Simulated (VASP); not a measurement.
# Al (P6_3/mmc) in VASP: elastic constants with PBE+D3(BJ)

Aim: the elastic constants of Al with PBE+D3(BJ).

All numbers are computed with VASP 6.6.1; they aren't measurements. Logs are shortened: lines on timing, memory, paths and dates and some standing lists are left out, and cuts for length are marked.

### 1 The cell of the first run

The structure is hexagonal, space group P6_3/mmc (No. 194). The conventional cell has a = 2.600 Å, b = 2.600 Å, c = 8.512 Å, α = 90.00°, β = 90.00°, γ = 120.00°. Within 3.4 Å of Al (site symmetry -3m) lie 12 Al at 2.60 Å. Within 3.4 Å of Al (site symmetry -6m2) lie 12 Al at 2.60 Å.

This isn't the form of Al at room conditions, which is fcc.

### 2 Elastic constants, PBE+D3(BJ)

Contents of INCAR:

```
PREC     = Accurate       # precision mode
ENCUT    = 600            # plane-wave cutoff, eV
EDIFF    = 1E-8           # SCF threshold, eV
ISMEAR   = -1             # smearing method
SIGMA    = 0.15           # smearing width, eV
LREAL    = F              # projectors in reciprocal space
LASPH    = T              # aspherical terms in the spheres
NELM     = 80             # most SCF steps
ALGO     = Normal         # electronic algorithm
ISIF     = 3              # what is computed and relaxed
LWAVE    = F              # write WAVECAR
LCHARG   = F              # write CHGCAR
GGA      = PE             # functional
IVDW     = 12             # dispersion correction
IBRION   = 6              # ionic algorithm
NFREE    = 2            
POTIM    = 0.015          # step
NSW      = 1              # ionic steps
```

Contents of KPOINTS:

```
regular mesh
0
Gamma
  18 18 6
```

Contents of POSCAR:

```
Al
1.0
    2.5995415600      0.0000000000      0.0000000000
   -1.2997707800      2.2512690291      0.0000000000
    0.0000000000      0.0000000000      8.5117214211
Al
4
Direct
    0.0000000000      0.0000000000      0.0000000000
    0.3333333333      0.6666666667      0.2500000000
    0.0000000000      0.0000000000      0.5000000000
    0.6666666667      0.3333333333      0.7500000000
```

Potentials or basis: VASP PAW PBE potentials, release 64 (Al).

Command:

```bash
> cat potpaw_PBE.64/Al/POTCAR > POTCAR
> mpirun -np 1 vasp_std > vasp.out
```

OUTCAR:

```text
PREC = Accurate
   ENCUT = 600
   EDIFF = 1E-8
   ISMEAR = -1
   LREAL = F
   LASPH = T
   NELM = 80
   ISIF = 3
   GGA = PE
   IVDW = 12
   IBRION = 6
   NFREE = 2
   POTIM = 0.015
   NSW = 1
 IVDW          = 12

 ion  position               nearest neighbor table
   1  0.000  0.000  0.000-   2 2.60   4 2.60   2 2.60   4 2.60   4 2.60   2 2.60
   2  0.333  0.667  0.250-   1 2.60   3 2.60   1 2.60   3 2.60   1 2.60   3 2.60
   3  0.000  0.000  0.500-   2 2.60   4 2.60   2 2.60   4 2.60   4 2.60   2 2.60
   4  0.667  0.333  0.750-   1 2.60   3 2.60   1 2.60   3 2.60   1 2.60   3 2.60

  LATTYP: Found a hexagonal cell.
 ALAT       =     2.5995415600
 C/A-ratio  =     3.2743163456

  Lattice vectors:

 A1 = (   2.5995415600,   0.0000000000,   0.0000000000)
 A2 = (  -1.2997707800,   2.2512690291,   0.0000000000)
 A3 = (   0.0000000000,   0.0000000000,   8.5117214211)

Analysis of symmetry for initial positions (statically):
=====================================================================
 Subroutine PRICEL returns:
 Original cell was already a primitive cell.

 Routine SETGRP: Setting up the symmetry group for a
 hexagonal supercell.

 Subroutine GETGRP returns: Found 24 space group operations
 (whereof 12 operations were pure point group operations)
 out of a pool of 24 trial point group operations.

The static configuration has the point symmetry D_3d.
 The point group associated with its full space group is D_6h.

Analysis of symmetry for dynamics (positions and initial velocities):
=====================================================================
 Subroutine PRICEL returns:
 Original cell was already a primitive cell.

 Routine SETGRP: Setting up the symmetry group for a
 hexagonal supercell.

 Subroutine GETGRP returns: Found 24 space group operations
 (whereof 12 operations were pure point group operations)
 out of a pool of 24 trial point group operations.

The dynamic configuration has the point symmetry D_3d.
 The point group associated with its full space group is D_6h.
[... 387 lines left out ...]
      5       6.4313      2.00000
      6      15.2408      0.00000
      7      15.2633      0.00000
      8      23.9730      0.00000
      9      23.9730      0.00000
     10      24.2060      0.00000
[... 287 lines left out ...]
 k-point    24 :       0.3889    0.1111    0.0000
  band No.  band energies     occupation
      1       3.8979      2.00000
      2       5.7183      2.00000
      3       5.7717      2.00000
      4       6.9208      2.00000
      5       8.8945      2.00000
      6       8.9758      2.00000
      7      10.9849      1.65410
      8      12.0721      0.00678
      9      13.8797      0.00000
     10      13.9202      0.00000

 [... further k-points ...]

------------------------ aborting loop because EDIFF is reached ----------------------------------------

 Edisp (eV)   -1.80328

 E8    (eV) :    -0.8102
[... 27 lines left out ...]
  FREE ENERGIE OF THE ION-ELECTRON SYSTEM (eV)
  ---------------------------------------------------
  free  energy   TOTEN  =       -15.1579457967 eV

  energy  without entropy=      -15.0648208887  energy(sigma->0) =      -15.11138334

 INTERNAL STRAIN TENSORS FROM STRAINED CELLS
 ============================================

 INTERNAL STRAIN TENSOR FOR ION    1 for displacements in x,y,z  (eV/Angst):
          X           Y           Z          XY          YZ          ZX
  --------------------------------------------------------------------------------
  x     0.00000     0.00000     0.00000     0.00000    -0.00000    -0.00000
  y     0.00000     0.00000     0.00000     0.00000     0.00000     0.00000
  z    -0.00000     0.00000    -0.00000     0.00000     0.00000     0.00000

 INTERNAL STRAIN TENSORS FROM DISPLACED ATOMS
 ============================================

 INTERNAL STRAIN TENSOR FOR ION    1 for displacements in x,y,z  (eV/Angst):
          X           Y           Z          XY          YZ          ZX
  --------------------------------------------------------------------------------
  x     0.00000     0.00000     0.00000     0.00000     0.00000     0.00000
  y     0.00000     0.00000     0.00000     0.00000     0.00000     0.00000
  z     0.00000     0.00000     0.00000     0.00000     0.00000     0.00000

 INTERNAL STRAIN TENSOR FOR ION    4 for displacements in x,y,z  (eV/Angst):
          X           Y           Z          XY          YZ          ZX
  --------------------------------------------------------------------------------
  x     0.00000     0.00000     0.00000    -1.85310     0.00000     0.00000
  y    -1.85310     1.85310    -0.00000     0.00000     0.00000     0.00000
  z     0.00000    -0.00000     0.00000     0.00000     0.00000     0.00000

 Eigenvectors and eigenvalues of the dynamical matrix
 ----------------------------------------------------

   1 f  =   15.286927 THz    96.050593 2PiTHz  509.916984 cm-1    63.221620 meV
             X         Y         Z           dx          dy          dz
      0.000000  0.000000  0.000000     0.000000   -0.000000   -0.499998
     -0.000000  1.500846  2.127930    -0.000000    0.000000    0.500002
      0.000000  0.000000  4.255861     0.000000   -0.000000   -0.499998
      1.299771  0.750423  6.383791    -0.000000    0.000000    0.500002
[... 71 lines left out ...]
  12 f/i=    0.000101 THz     0.000638 2PiTHz    0.003385 cm-1     0.000420 meV
             X         Y         Z           dx          dy          dz
      0.000000  0.000000  0.000000    -0.488413    0.106981   -0.000001
     -0.000000  1.500846  2.127930    -0.488428    0.106984   -0.000001
      0.000000  0.000000  4.255861    -0.488413    0.106981   -0.000001
      1.299771  0.750423  6.383791    -0.488428    0.106984   -0.000001

--------------------------------------------------------------------------------------------------------

 ELASTIC MODULI CONTR FROM IONIC RELAXATION (kBar)
 Direction    XX          YY          ZZ          XY          YZ          ZX
 --------------------------------------------------------------------------------
 XX         -75.6007     75.6007     -0.0000      0.0000      0.0000      0.0000
 YY          75.6007    -75.6007      0.0000     -0.0000      0.0000      0.0000
 ZZ          -0.0000      0.0000     -0.0000      0.0000      0.0000      0.0000
 XY           0.0000     -0.0000      0.0000    -75.6007      0.0000      0.0000
 YZ           0.0000      0.0000      0.0000      0.0000      0.0000      0.0000
 ZX           0.0000      0.0000      0.0000      0.0000      0.0000      0.0000
 --------------------------------------------------------------------------------

 TOTAL ELASTIC MODULI (kBar)
 Direction    XX          YY          ZZ          XY          YZ          ZX
 --------------------------------------------------------------------------------
 XX        3258.5700   1326.1486    948.7986      0.0000      0.0000     -0.0000
 YY        1326.1486   3258.5700    948.7986     -0.0000     -0.0000      0.0000
 ZZ         948.7986    948.7986   3544.0546      0.0000      0.0000      0.0000
 XY           0.0000     -0.0000      0.0000    966.2107     -0.0000      0.0000
 YZ           0.0000     -0.0000      0.0000      0.0000    781.4991      0.0000
 ZX           0.0000      0.0000      0.0000      0.0000      0.0000    781.4991
 --------------------------------------------------------------------------------
```

Wall time 60 min (1 thread of Oxide Virtual Turin-like, shared host); peak memory 0.64 GiB.

Results:

```yaml
Voigt_bulk_modulus: 183 GPa
Highest_phonon_frequency_at_Γ: 510 cm⁻¹
Dispersion_energy_per_atom: -0.451 eV
```

Phonon frequencies in cm⁻¹ (negative: imaginary):
| q point | frequencies |
| --- | --- |
| (0.000, 0.000, 0.000) | 0 0 0 150 150 172 172 232 232 363 363 510 |

Elastic tensor in Voigt notation (GPa, in the Cartesian axes of the cell as first typed):
```
326 133  95   0   0   0
133 326  95   0   0   0
 95  95 354   0   0   0
  0   0   0  78   0   0
  0   0   0   0  78   0
  0   0   0   0   0  97
```

Clamped-ion elastic tensor (GPa):
```
333 125  95   0   0   0
125 333  95   0   0   0
 95  95 354   0   0   0
  0   0   0  78   0   0
  0   0   0   0  78   0
  0   0   0   0   0 104
```

Caveat: the cell is under stress, which shifts elastic constants.
